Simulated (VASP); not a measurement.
Runs of VASP 6.6.1 on BaO. The structure is that of space group Fm-3m (No. 225), or close to it. The cells are those of the table. 

| cell | gap on the mesh (eV) | pressure (GPa) |
| --- | --- | --- |
| a = 3.782 Å, angles 60.0°, 2 atoms | 1.55 | 13.8 |
| a = 3.727 Å, angles 60.0°, 2 atoms | 1.32 | 20.1 |
| a = 4.039 Å, angles 60.0°, 2 atoms | (a) | -3.2 |
| a = 3.837 Å, angles 60.0°, 2 atoms | 1.74 | (b) |
| a = 3.990 Å, angles 60.0°, 2 atoms | 2.15 | -1.0 |
| a = 3.940 Å, angles 60.0°, 2 atoms | 2.04 | 1.6 |

Alike in all rows: task single point; level PBE; potentials or basis VASP PAW PBE potentials, release 64 (Ba_sv, O); no spin polarisation; k mesh 6 × 6 × 6; cutoff (eV) 600; smearing gaussian 0.01 eV.

Problem. Estimate the missing entries.

Solution. (a) 2.24; (b) 8.8.

Caveats: spin-orbit coupling is left out, which moves the levels of the heavy elements.

A k mesh can miss the band edges, and the runs leave out spin-orbit coupling on Ba.
